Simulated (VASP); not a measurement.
# NaF (Fm-3m) in VASP: further runs

NaF is run at these levels: PBE, r2SCAN, HSE06; tasks: single point.

Everything below comes from runs of VASP 6.6.1. Logs are shortened: lines on timing, memory, paths and dates and some standing lists are left out, and cuts for length are marked.

## (1) The cell of the first run

Symmetry: Fm-3m, No. 225, cubic system. Conventional cell: a = 4.594 Å, b = 4.594 Å, c = 4.594 Å, α = 90.00°, β = 90.00°, γ = 90.00°. Within 3.0 Å of Na (site symmetry m-3m) lie 6 F at 2.30 Å. Within 3.0 Å of F (site symmetry m-3m) lie 6 Na at 2.30 Å.

## (2) Single point, PBE

Contents of INCAR:

```
PREC = Accurate
ENCUT = 520
EDIFF = 1E-7
ISMEAR = 0
SIGMA = 0.01
LREAL = False
LASPH = True
NELM = 60
ALGO = Normal
ISIF = 2
LWAVE = False
LCHARG = True
GGA = PE
LELF = True
LVHAR = True
NBANDS = 14
```

Contents of KPOINTS:

```
regular mesh
0
Gamma
  8 8 8
```

Contents of POSCAR:

```
NaF
1.0
    0.0000000000      2.2971680712      2.2971680712
    2.2971680712      0.0000000000      2.2971680712
    2.2971680712      2.2971680712      0.0000000000
Na F
1 1
Direct
    0.0000000000      0.0000000000      0.0000000000
    0.5000000000      0.5000000000      0.5000000000
```

Potentials or basis: VASP PAW PBE potentials, release 64 (Na_pv, F).

Command:

```console
$ cat potpaw_PBE.64/Na_pv/POTCAR potpaw_PBE.64/F/POTCAR > POTCAR
$ mpirun -np 1 vasp_std > vasp.out
```

OUTCAR:

```text
PREC = Accurate
   ENCUT = 520
   EDIFF = 1E-7
   ISMEAR = 0
   LREAL = False
   LASPH = True
   NELM = 60
   ISIF = 2
   GGA = PE

 ion  position               nearest neighbor table
   1  0.000  0.000  0.000-   2 2.30   2 2.30   2 2.30   2 2.30   2 2.30   2 2.30
   2  0.500  0.500  0.500-   1 2.30   1 2.30   1 2.30   1 2.30   1 2.30   1 2.30

  LATTYP: Found a face centered cubic cell.
 ALAT       =     4.5943361424

  Lattice vectors:

 A1 = (   0.0000000000,   2.2971680712,   2.2971680712)
 A2 = (   2.2971680712,   0.0000000000,   2.2971680712)
 A3 = (   2.2971680712,   2.2971680712,   0.0000000000)

Analysis of symmetry for initial positions (statically):
=====================================================================
 Subroutine PRICEL returns:
 Original cell was already a primitive cell.

 Routine SETGRP: Setting up the symmetry group for a
 face centered cubic supercell.

 Subroutine GETGRP returns: Found 48 space group operations
 (whereof 48 operations were pure point group operations)
 out of a pool of 48 trial point group operations.

The static configuration has the point symmetry O_h .

Analysis of symmetry for dynamics (positions and initial velocities):
=====================================================================
 Subroutine PRICEL returns:
 Original cell was already a primitive cell.

 Routine SETGRP: Setting up the symmetry group for a
 face centered cubic supercell.

 Subroutine GETGRP returns: Found 48 space group operations
 (whereof 48 operations were pure point group operations)
 out of a pool of 48 trial point group operations.

The dynamic configuration has the point symmetry O_h .

 Subroutine INISYM returns: Found 48 space group operations
 (whereof 48 operations are pure point group operations),
 and found     1 'primitive' translations

----------------------------------------------------------------------------------------

                                     Primitive cell

  volume of cell :      24.2442

  direct lattice vectors                    reciprocal lattice vectors
     0.000000000  2.297168071  2.297168071    -0.217659302  0.217659302  0.217659302
     2.297168071  0.000000000  2.297168071     0.217659302 -0.217659302  0.217659302
     2.297168071  2.297168071  0.000000000     0.217659302  0.217659302 -0.217659302

  length of vectors
     3.248686241  3.248686241  3.248686241     0.376996971  0.376996971  0.376996971

  position of ions in fractional coordinates (direct lattice)
     0.000000000  0.000000000  0.000000000
     0.500000000  0.500000000  0.500000000

  ion indices of the primitive-cell ions
   primitive index   ion index
                 1           1
                 2           2

----------------------------------------------------------------------------------------

 KPOINTS: regular mesh

Automatic generation of k-mesh.
 Grid dimensions read from file:
 generate k-points for:    8    8    8

 Generating k-lattice:

  Cartesian coordinates                     Fractional coordinates (reciprocal lattice)
    -0.027207413  0.027207413  0.027207413     0.125000000  0.000000000  0.000000000
     0.027207413 -0.027207413  0.027207413     0.000000000  0.125000000  0.000000000
     0.027207413  0.027207413 -0.027207413     0.000000000  0.000000000  0.125000000

  Length of vectors
     0.047124621  0.047124621  0.047124621

  Shift w.r.t. Gamma in fractional coordinates (k-lattice)
     0.000000000  0.000000000  0.000000000

 Subroutine IBZKPT returns following result:
 ===========================================

 Found     29 irreducible k-points:

 Following reciprocal coordinates:
            Coordinates               Weight
  0.000000  0.000000  0.000000      1.000000
  0.125000  0.000000  0.000000      8.000000
  0.250000  0.000000  0.000000      8.000000
  0.375000  0.000000  0.000000      8.000000
  0.500000  0.000000  0.000000      4.000000
  0.125000  0.125000  0.000000      6.000000
[... 16 lines left out ...]
  0.500000  0.250000  0.125000     48.000000
 -0.375000  0.250000  0.125000     24.000000
 [... further k-points ...]
   k-points           NKPTS =     29   k-points in BZ     NKDIM =     29   number of bands    NBANDS=     14
   number of dos      NEDOS =    301   number of ions     NIONS =      2
   total plane-waves  NPLWV =  13824
   dimension x,y,z NGX =    24 NGY =   24 NGZ =   24
   dimension x,y,z NGXF=    48 NGYF=   48 NGZF=   48
   ions per type =               1   1
   NGX,Y,Z   is equivalent  to a cutoff of  12.28, 12.28, 12.28 a.u.
   NGXF,Y,Z  is equivalent  to a cutoff of  24.56, 24.56, 24.56 a.u.
 SYSTEM =  unknown system
   PREC   = accura    normal or accurate (medium, high low for compatibility)
   ISTART =      0    job   : 0-new  1-cont  2-samecut
   ICHARG =      2    charge: 1-file 2-atom 10-const
   ISPIN  =      1    spin polarized calculation?
   LNONCOLLINEAR =      F non collinear calculations
   LSORBIT =      F    spin-orbit coupling
   LASPH  =      T    aspherical Exc in radial PAW
   ENCUT  =  520.0 eV  38.22 Ry    6.18 a.u.   6.04  6.04  6.04*2*pi/ulx,y,z
   NELM   =     60;   NELMIN=  2; NELMDL= -5     # of ELM steps
   EDIFF  = 0.1E-06   stopping-criterion for ELM
   LREAL  =      F    real-space projection
   EDIFFG = 0.1E-05   stopping-criterion for IOM
   NSW    =      0    number of steps for IOM
   IBRION =     -1    ionic relax: 0-MD 1-quasi-New 2-CG
   NFREE  =      0    steps in history (QN), initial steepest desc. (CG)
   ISIF   =      2    stress and relaxation
   ISYM   =      2    0-nonsym 1-usesym 2-fastsym
   POTIM  = 0.5000    time-step for ionic-motion
   TEBEG  =    0.0;   TEEND  =   0.0 temperature during run
   PSTRESS=    0.0 pullay stress
   NELECT =      14.0000    total number of electrons
   NUPDOWN=      -1.0000    fix difference up-down
   EMIN   =  10.00;   EMAX   =-10.00  energy-range for DOS
   EFERMI =   0.00;   METHOD = LEGACY
   ISMEAR =     0;   SIGMA  =   0.01  broadening in eV -4-tet -1-fermi 0-gaus
   EFERMI_NEDOS =   21; number of points for ismear=-14 and -15
   IALGO  =     38    algorithm
   IMIX   =      4    mixing-type and parameters
     AMIX     =   0.40;   BMIX     =  1.00
     AMIX_MAG =   1.60;   BMIX_MAG =  1.00
  volume/ion in A,a.u.               =      12.12        81.80
  Fermi-wavevector in a.u.,A,eV,Ry     =   1.363269  2.576204 25.286442  1.858501
  Thomas-Fermi vector in A             =   2.489686
   LORBIT       =      0    0 simple, 1 ext, 2 COOP (PROOUT), +10 PAW based schemes
   GGA     = PE    functional components
   LHFCALC =     F    Hartree Fock is set to
   AEXX    =    0.0000 exact exchange contribution
   IVDW    =     0    specifies the selected vdW correction
   LEPSILON=     F    determine dielectric tensor
   LRPA    =     F    only Hartree local field effects (RPA)
 non-spin polarized calculation
 Gauss-broadening in eV      SIGMA  =   0.01
  energy-cutoff  :      520.00
  volume of cell :       24.24
 maximum number of plane-waves:       666
   NGX = 13   NGY = 13   NGZ = 13

 number of electron      13.9999992 magnetization

 Free energy of the ion-electron system (eV)
  ---------------------------------------------------
  ext. energy  EPLUGINS =         0.00000000
  ---------------------------------------------------
  free energy    TOTEN  =        -8.54957484 eV

  energy without entropy =       -8.54957484  energy(sigma->0) =       -8.54957484

 E-fermi :  -1.8042     XC(G=0):  -9.2786

 val. band max:       -1.9693886498   @ k =   0.0000   0.0000   0.0000
 cond. band min:       4.4716809104   @ k =   0.0000   0.0000   0.0000
 fundamental gap:      6.4410695602
 Fermi energy:        -1.8042457893

 k-point     1 :       0.0000    0.0000    0.0000
  band No.  band energies     occupation
      1     -21.1873      2.00000
      2     -20.8401      2.00000
      3     -20.8400      2.00000
      4     -20.8400      2.00000
      5      -1.9694      2.00000
      6      -1.9694      2.00000
      7      -1.9694      2.00000
      8       4.4717      0.00000
      9      17.1919      0.00000
     10      17.1919      0.00000
     11      17.1920      0.00000
     12      20.1088      0.00000
     13      22.3141      0.00000
     14      22.3141      0.00000

 k-point     2 :       0.1250    0.0000    0.0000
  band No.  band energies     occupation
      1     -21.3669      2.00000
      2     -20.8420      2.00000
      3     -20.8420      2.00000
      4     -20.6388      2.00000
      5      -2.2747      2.00000
      6      -2.0095      2.00000
      7      -2.0095      2.00000
      8       5.0279      0.00000
      9      15.4475      0.00000
     10      17.4415      0.00000
     11      17.4415      0.00000
     12      21.7587      0.00000
     13      21.7587      0.00000
     14      22.0515      0.00000

 k-point     3 :       0.2500    0.0000    0.0000
  band No.  band energies     occupation
      1     -21.5944      2.00000
      2     -20.8466      2.00000
      3     -20.8465      2.00000
      4     -20.3582      2.00000
      5      -2.8965      2.00000
      6      -2.1050      2.00000
      7      -2.1050      2.00000
      8       6.3663      0.00000
      9      13.3547      0.00000
     10      17.9993      0.00000
     11      17.9993      0.00000
     12      21.1039      0.00000
     13      21.1039      0.00000
     14      22.7855      0.00000

 k-point     4 :       0.3750    0.0000    0.0000
  band No.  band energies     occupation
      1     -21.7464      2.00000
      2     -20.8511      2.00000
      3     -20.8511      2.00000
      4     -20.1526      2.00000
      5      -3.4176      2.00000
      6      -2.1986      2.00000
      7      -2.1986      2.00000
      8       7.9449      0.00000
      9      11.6933      0.00000
     10      18.3650      0.00000
     11      18.3650      0.00000
     12      21.0773      0.00000
     13      21.0773      0.00000
     14      22.3279      0.00000

 k-point     5 :       0.5000    0.0000    0.0000
  band No.  band energies     occupation
      1     -21.7990      2.00000
      2     -20.8530      2.00000
      3     -20.8530      2.00000
      4     -20.0774      2.00000
      5      -3.6137      2.00000
      6      -2.2369      2.00000
      7      -2.2369      2.00000
      8       8.9732      0.00000
      9      10.7209      0.00000
     10      18.4230      0.00000
     11      18.4230      0.00000
[... 276 lines left out ...]
 k-point    22 :       0.3750    0.2500    0.1250
  band No.  band energies     occupation
      1     -21.5726      2.00000
      2     -20.8798      2.00000
      3     -20.8554      2.00000
      4     -20.3379      2.00000
      5      -3.0384      2.00000
      6      -2.3003      2.00000
      7      -2.1915      2.00000
      8       7.4018      0.00000
      9      12.7581      0.00000
     10      16.6291      0.00000
     11      18.2831      0.00000
     12      18.7175      0.00000
     13      22.6424      0.00000
     14      25.7015      0.00000

 k-point    23 :       0.5000    0.2500    0.1250
  band No.  band energies     occupation
      1     -21.6130      2.00000
      2     -20.8960      2.00000
      3     -20.8659      2.00000
      4     -20.2562      2.00000
      5      -3.2480      2.00000
      6      -2.4869      2.00000
      7      -2.2813      2.00000
      8       8.8839      0.00000
      9      11.7884      0.00000
     10      15.7285      0.00000
     11      17.6082      0.00000
     12      19.8812      0.00000
     13      21.9802      0.00000
     14      26.1946      0.00000

 k-point    24 :      -0.3750    0.2500    0.1250
  band No.  band energies     occupation
      1     -21.6279      2.00000
      2     -20.8993      2.00000
      3     -20.8737      2.00000
      4     -20.2246      2.00000
      5      -3.3223      2.00000
      6      -2.5674      2.00000
      7      -2.3209      2.00000
      8       9.9906      0.00000
      9      10.9558      0.00000
     10      15.4268      0.00000
     11      17.3056      0.00000
     12      20.4856      0.00000
     13      21.5731      0.00000
     14      26.4363      0.00000

 [... further k-points ...]
[... 5 lines left out ...]
  --------------------------------------------------------------------------------------
  -------------------------------------------------------------------------------------
  Total        0.5317126      0.5317126      0.5317126     -0.0000000     -0.0000000      0.0000000
  in kB       35.1381786     35.1381786     35.1381786     -0.0000000     -0.0000000      0.0000000
  external PRESSURE =      35.1381786 kB  Pullay stress =       0.0000000 kB

 VOLUME and BASIS-vectors are now :
 -----------------------------------------------------------------------------
  energy-cutoff  :      520.00
  volume of cell :       24.24
      direct lattice vectors                 reciprocal lattice vectors
     0.000000000  2.297168071  2.297168071    -0.217659302  0.217659302  0.217659302
     2.297168071  0.000000000  2.297168071     0.217659302 -0.217659302  0.217659302
     2.297168071  2.297168071  0.000000000     0.217659302  0.217659302 -0.217659302

 POSITION                                       TOTAL-FORCE (eV/Angst)
 -----------------------------------------------------------------------------------
      0.00000      0.00000      0.00000        -0.000000     -0.000000     -0.000000
      2.29717      2.29717      2.29717         0.000000      0.000000      0.000000
 -----------------------------------------------------------------------------------
    total drift:                                0.000000     -0.000000      0.000000

  FREE ENERGIE OF THE ION-ELECTRON SYSTEM (eV)
  ---------------------------------------------------
  free  energy   TOTEN  =        -8.5495748381 eV

  energy  without entropy=       -8.5495748381  energy(sigma->0) =       -8.54957484
```

It took 3.5 s on 1 thread of Intel Xeon 6975P-C (Granite Rapids), shared host; peak memory 0.13 GiB.

What came out:

* Free energy: -8.5496 eV
* Pressure: 3.5 GPa
* Band gap on the k mesh: 6.44 eV, direct

Levels at points of the mesh, in eV from the valence-band top:
| k point | band 4 | band 5 | band 6 | band 7 | band 8 | band 9 | band 10 | band 11 |
| --- | --- | --- | --- | --- | --- | --- | --- | --- |
| (0.00, 0.00, 0.00) | -18.87 | 0.00 | 0.00 | 0.00 | 6.44 | 19.16 | 19.16 | 19.16 |
| (0.50, 0.00, 0.00) | -18.11 | -1.64 | -0.27 | -0.27 | 10.94 | 12.69 | 20.39 | 20.39 |
| (0.50, 0.50, 0.00) | -18.93 | -1.31 | -0.42 | -0.42 | 13.37 | 13.39 | 13.86 | 20.11 |

(Part 1 of 2 ends here.)
